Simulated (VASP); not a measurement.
# BN (R3m) in VASP: a series of runs, part 2 of 2

VASP 6.6.1.

## Step 4: Single point, PBE+D3(BJ) (strain +0.080 along x and y, -0.040 along z)

Contents of INCAR:

```
PREC     = Accurate       # precision mode
ENCUT    = 520            # plane-wave cutoff, eV
EDIFF    = 1E-6           # SCF threshold, eV
ISMEAR   = 0              # smearing method
SIGMA    = 0.05           # smearing width, eV
LREAL    = False          # projectors in reciprocal space
LASPH    = True           # aspherical terms in the spheres
NELM     = 100            # most SCF steps
ALGO     = Normal         # electronic algorithm
ISIF     = 2              # what is computed and relaxed
LWAVE    = False          # write WAVECAR
LCHARG   = True           # write CHGCAR
GGA      = PE             # functional
IVDW     = 12             # dispersion correction
LELF     = True           # ELF
LVHAR    = True         
NBANDS   = 11             # bands
```

Contents of KPOINTS:

```
regular mesh
0
Gamma
  12 12 12
```

Contents of POSCAR:

```
BN
1.0
    1.3533014517      0.7813289574      3.1630891511
   -1.3533014517      0.7813289574      3.1630891511
    0.0000000000     -1.5626579148      3.1630891511
B N
1 1
Direct
    0.9996975446      0.9996975446      0.9996975446
    0.3327354554      0.3327354554      0.3327354554
```

Potentials or basis: VASP PAW PBE potentials, release 64 (B, N).

The run is started by

```
$ cat potpaw_PBE.64/B/POTCAR potpaw_PBE.64/N/POTCAR > POTCAR
$ mpirun -np 1 vasp_std > vasp.out
```

OUTCAR:

```text
PREC = Accurate
   ENCUT = 520
   EDIFF = 1E-6
   ISMEAR = 0
   LREAL = False
   LASPH = True
   NELM = 100
   ISIF = 2
   GGA = PE
   IVDW = 12
 IVDW          = 12

 ion  position               nearest neighbor table
   1  1.000  1.000  1.000-   2 1.56   2 1.56   2 1.56
   2  0.333  0.333  0.333-   1 1.56   1 1.56   1 1.56

  LATTYP: Found a trigonal (rhomboedric) cell.
 ALAT       =     3.5280352516
 COS(alpha) =     0.7057250739

  Lattice vectors:

 A1 = (   1.3533014517,   0.7813289574,   3.1630891511)
 A2 = (  -1.3533014517,   0.7813289574,   3.1630891511)
 A3 = (   0.0000000000,  -1.5626579148,   3.1630891511)

Analysis of symmetry for initial positions (statically):
=====================================================================
 Subroutine PRICEL returns:
 Original cell was already a primitive cell.

 Routine SETGRP: Setting up the symmetry group for a
 trigonal (rhombohedral) supercell.

 Subroutine GETGRP returns: Found  6 space group operations
 (whereof  6 operations were pure point group operations)
 out of a pool of 12 trial point group operations.

The static configuration has the point symmetry C_3v.

Analysis of symmetry for dynamics (positions and initial velocities):
=====================================================================
 Subroutine PRICEL returns:
 Original cell was already a primitive cell.

 Routine SETGRP: Setting up the symmetry group for a
 trigonal (rhombohedral) supercell.

 Subroutine GETGRP returns: Found  6 space group operations
 (whereof  6 operations were pure point group operations)
 out of a pool of 12 trial point group operations.

The dynamic configuration has the point symmetry C_3v.

 Subroutine INISYM returns: Found  6 space group operations
 (whereof  6 operations are pure point group operations),
 and found     1 'primitive' translations

----------------------------------------------------------------------------------------

                                     Primitive cell

  volume of cell :      20.0674

  direct lattice vectors                    reciprocal lattice vectors
     1.353301452  0.781328957  3.163089151     0.369466832  0.213311775  0.105382213
    -1.353301452  0.781328957  3.163089151    -0.369466832  0.213311775  0.105382213
     0.000000000 -1.562657915  3.163089151     0.000000000 -0.426623550  0.105382213

  length of vectors
     3.528035252  3.528035252  3.528035252     0.439446315  0.439446315  0.439446315

  position of ions in fractional coordinates (direct lattice)
     0.999697545  0.999697545  0.999697545
     0.332735455  0.332735455  0.332735455

  ion indices of the primitive-cell ions
   primitive index   ion index
                 1           1
                 2           2

----------------------------------------------------------------------------------------

 KPOINTS: regular mesh

Automatic generation of k-mesh.
 Grid dimensions read from file:
 generate k-points for:   12   12   12

 Generating k-lattice:

  Cartesian coordinates                     Fractional coordinates (reciprocal lattice)
     0.030788903  0.017775981  0.008781851     0.083333333  0.000000000  0.000000000
    -0.030788903  0.017775981  0.008781851     0.000000000  0.083333333  0.000000000
     0.000000000 -0.035551962  0.008781851     0.000000000  0.000000000  0.083333333
[... 40 lines left out ...]
   number of dos      NEDOS =    301   number of ions     NIONS =      2
   total plane-waves  NPLWV =  21952
   dimension x,y,z NGX =    28 NGY =   28 NGZ =   28
   dimension x,y,z NGXF=    56 NGYF=   56 NGZF=   56
   ions per type =               1   1
   NGX,Y,Z   is equivalent  to a cutoff of  13.19, 13.19, 13.19 a.u.
   NGXF,Y,Z  is equivalent  to a cutoff of  26.39, 26.39, 26.39 a.u.
 SYSTEM =  unknown system
   PREC   = accura    normal or accurate (medium, high low for compatibility)
   ISTART =      0    job   : 0-new  1-cont  2-samecut
   ICHARG =      2    charge: 1-file 2-atom 10-const
   ISPIN  =      1    spin polarized calculation?
   LNONCOLLINEAR =      F non collinear calculations
   LSORBIT =      F    spin-orbit coupling
   LASPH  =      T    aspherical Exc in radial PAW
   ENCUT  =  520.0 eV  38.22 Ry    6.18 a.u.   6.56  6.56  6.56*2*pi/ulx,y,z
   NELM   =    100;   NELMIN=  2; NELMDL= -5     # of ELM steps
   EDIFF  = 0.1E-05   stopping-criterion for ELM
   LREAL  =      F    real-space projection
   EDIFFG = 0.1E-04   stopping-criterion for IOM
   NSW    =      0    number of steps for IOM
   IBRION =     -1    ionic relax: 0-MD 1-quasi-New 2-CG
   NFREE  =      0    steps in history (QN), initial steepest desc. (CG)
   ISIF   =      2    stress and relaxation
   ISYM   =      2    0-nonsym 1-usesym 2-fastsym
   POTIM  = 0.5000    time-step for ionic-motion
   TEBEG  =    0.0;   TEEND  =   0.0 temperature during run
   PSTRESS=    0.0 pullay stress
   NELECT =       8.0000    total number of electrons
   NUPDOWN=      -1.0000    fix difference up-down
   EMIN   =  10.00;   EMAX   =-10.00  energy-range for DOS
   EFERMI =   0.00;   METHOD = LEGACY
   ISMEAR =     0;   SIGMA  =   0.05  broadening in eV -4-tet -1-fermi 0-gaus
   EFERMI_NEDOS =   21; number of points for ismear=-14 and -15
   IALGO  =     38    algorithm
   IMIX   =      4    mixing-type and parameters
     AMIX     =   0.40;   BMIX     =  1.00
     AMIX_MAG =   1.60;   BMIX_MAG =  1.00
  volume/ion in A,a.u.               =      10.03        67.71
  Fermi-wavevector in a.u.,A,eV,Ry     =   1.204873  2.276879 19.751821  1.451718
  Thomas-Fermi vector in A             =   2.340585
   LORBIT       =      0    0 simple, 1 ext, 2 COOP (PROOUT), +10 PAW based schemes
   GGA     = PE    functional components
   LHFCALC =     F    Hartree Fock is set to
   AEXX    =    0.0000 exact exchange contribution
   IVDW    =    12    specifies the selected vdW correction
   LEPSILON=     F    determine dielectric tensor
   LRPA    =     F    only Hartree local field effects (RPA)
 non-spin polarized calculation
 Gauss-broadening in eV      SIGMA  =   0.05
  energy-cutoff  :      520.00
  volume of cell :       20.07
 maximum number of plane-waves:       551
 NGX is ok and might be reduce to    28
   NGX = 13   NGY = 13   NGZ = 13

 number of electron       8.0000000 magnetization

 Free energy of the ion-electron system (eV)
  ---------------------------------------------------
  ext. energy  EPLUGINS =         0.00000000
  ---------------------------------------------------
  free energy    TOTEN  =       -16.96971910 eV

  energy without entropy =      -16.96971910  energy(sigma->0) =      -16.96971910

 E-fermi :   1.9973     XC(G=0):  -9.9050

 val. band max:        1.7738903110   @ k =  -0.3333   0.2500   0.0000
 cond. band min:       5.3686638492   @ k =   0.5000   0.5000   0.0000
 fundamental gap:      3.5947735382
 Fermi energy:         1.9973283305

 k-point     1 :       0.0000    0.0000    0.0000
  band No.  band energies     occupation
      1     -14.8548      2.00000
      2      -0.9096      2.00000
      3       0.2159      2.00000
      4       0.2159      2.00000
      5       6.7454      0.00000
      6      11.5477      0.00000
      7      11.5477      0.00000
      8      12.3211      0.00000
      9      13.6025      0.00000
     10      24.2084      0.00000
     11      27.0699      0.00000
[... 309 lines left out ...]
 k-point    24 :      -0.4167    0.1667   -0.0000
  band No.  band energies     occupation
      1     -12.0732      2.00000
      2      -6.0720      2.00000
      3      -3.1909      2.00000
      4       1.5754      2.00000
      5       6.3149      0.00000
      6      11.1181      0.00000
      7      13.9787      0.00000
      8      15.2997      0.00000
      9      17.8926      0.00000
     10      19.9609      0.00000
     11      22.2021      0.00000

 [... further k-points ...]

------------------------ aborting loop because EDIFF is reached ----------------------------------------

 Edisp (eV)   -0.25640

 E8    (eV) :    -0.0757

  FORCE on cell =-STRESS in cart. coord.  units (eV):
  Direction    XX          YY          ZZ          XY          YZ          ZX
  --------------------------------------------------------------------------------------
  -------------------------------------------------------------------------------------
  Total      -7.70585    -7.70585     0.16526     0.00000     0.00000     0.00000
  in kB    -615.23372  -615.23372    13.19420     0.00000     0.00000     0.00000
  external pressure =     -405.76 kB  Pullay stress =        0.00 kB

 VOLUME and BASIS-vectors are now :
 -----------------------------------------------------------------------------
  energy-cutoff  :      520.00
  volume of cell :       20.07
      direct lattice vectors                 reciprocal lattice vectors
     1.353301452  0.781328957  3.163089151     0.369466832  0.213311775  0.105382213
    -1.353301452  0.781328957  3.163089151    -0.369466832  0.213311775  0.105382213
     0.000000000 -1.562657915  3.163089151     0.000000000 -0.426623550  0.105382213

 POSITION                                       TOTAL-FORCE (eV/Angst)
 -----------------------------------------------------------------------------------
      0.00000      0.00000      9.48640         0.000000      0.000000      0.058164
      0.00000      0.00000      3.15742         0.000000      0.000000     -0.058164
 -----------------------------------------------------------------------------------
    total drift:                                0.000000     -0.000000      0.000054

  FREE ENERGIE OF THE ION-ELECTRON SYSTEM (eV)
  ---------------------------------------------------
  free  energy   TOTEN  =       -17.2261211566 eV

  energy  without entropy=      -17.2261211566  energy(sigma->0) =      -17.22612116
```

It took 44 s on 1 thread of Intel Xeon 6975P-C, shared host; peak memory 0.19 GiB.

What came out:

```
Free energy                : -17.2261 eV
Pressure                   : -40.6 GPa
Largest force              : 0.058 eV/Å
Band gap on the k mesh     : 3.59 eV, indirect (least direct gap 4.14 eV)
Dispersion energy per atom : -0.128 eV
```

Forces in eV/Å, atoms in the order of the input:
```
B    0.000  0.000  0.058
N    0.000  0.000 -0.058
```

Levels at points of the mesh, in eV from the valence-band top:
```
           k point  band 1  band 2  band 3  band 4  band 5  band 6  band 7  band 8
(0.00, 0.00, 0.00)  -16.63   -2.68   -1.56   -1.56    4.97    9.77    9.77   10.55
(0.50, 0.00, 0.00)  -14.04   -8.18   -3.75   -0.33    4.72    7.74   12.09   14.72
(0.50, 0.50, 0.00)  -13.92   -7.95   -3.89   -1.19    3.59    7.41   13.36   16.36
(0.50, 0.50, 0.50)  -16.19   -5.45   -1.61   -1.61    8.53    9.29    9.63    9.63
```

Caveat: the cell differs from its parent crystal (strain +0.080 along x and y, -0.040 along z). A k mesh can miss the band edges.

## Step 5: Single point, PBE+D3(BJ) (strain +0.040 along x and y, +0.080 along z)

Contents of INCAR:

```
PREC = Accurate
ENCUT = 520
EDIFF = 1E-6
ISMEAR = 0
SIGMA = 0.05
LREAL = False
LASPH = True
NELM = 80
ALGO = Normal
ISIF = 2
LWAVE = False
LCHARG = False
GGA = PE
IVDW = 12
NBANDS = 11
```

KPOINTS is that of step 4.

Contents of POSCAR:

```
BN
1.0
    1.3031791757      0.7523908479      3.5584752950
   -1.3031791757      0.7523908479      3.5584752950
    0.0000000000     -1.5047816958      3.5584752950
B N
1 1
Direct
    0.9996975446      0.9996975446      0.9996975446
    0.3327354554      0.3327354554      0.3327354554
```

The run is started by

```
$ cat potpaw_PBE.64/B/POTCAR potpaw_PBE.64/N/POTCAR > POTCAR
$ mpirun -np 1 vasp_std > vasp.out
```

Wall time 61 s (1 thread of Intel Xeon 6975P-C, shared host); peak memory 0.2 GiB.

The run converged. Its results:

- Free energy: -17.6814 eV
- Pressure: -22.3 GPa
- Largest force: 0.022 eV/Å
- Band gap on the k mesh: 4.13 eV, indirect (least direct gap 4.38 eV)
- Dispersion energy per atom: -0.120 eV

Forces on the atoms (eV/Å):
```
B    0.000  0.000 -0.022
N    0.000  0.000  0.022
```

Stress tensor (GPa, compression positive):
```
-32.86   0.00   0.00
  0.00 -32.86   0.00
  0.00   0.00  -1.25
```

Levels at points of the mesh, in eV from the valence-band top:
```tsv
k point	band 2	band 3	band 4	band 5	band 6	band 7
(0.00, 0.00, 0.00)	-3.81	-1.43	-1.43	4.85	10.67	10.67
(0.50, 0.00, 0.00)	-8.45	-3.91	-0.56	4.92	8.66	12.27
(0.50, 0.50, 0.00)	-8.36	-3.95	-1.00	4.13	8.67	13.28
(0.50, 0.50, 0.50)	-5.37	-1.44	-1.44	9.16	10.01	10.62
```

Caveat: the cell differs from its parent crystal (strain +0.040 along x and y, +0.080 along z). A k mesh can miss the band edges.

## Step 6: Overview

| cell | gap on the mesh (eV) | pressure (GPa) | largest force (eV/Å) |
| --- | --- | --- | --- |
| a = 3.410 Å, angles 46.8°, 2 atoms | 3.46 | -41.7 | 0.11 |
| a = 3.743 Å, angles 40.8°, 2 atoms | 4.07 | -23.1 | 0.01 |
| a = 3.528 Å, angles 45.1°, 2 atoms | 3.59 | -40.6 | 0.06 |
| a = 3.864 Å, angles 39.4°, 2 atoms | 4.13 | -22.3 | 0.02 |

Alike in all rows: task single point; level PBE+D3(BJ); potentials or basis VASP PAW PBE potentials, release 64 (B, N); no spin polarisation; k mesh 12 × 12 × 12; cutoff (eV) 520; smearing gaussian 0.05 eV.

Total energies depend on the potentials used, so only differences within one code and one set of settings carry meaning.
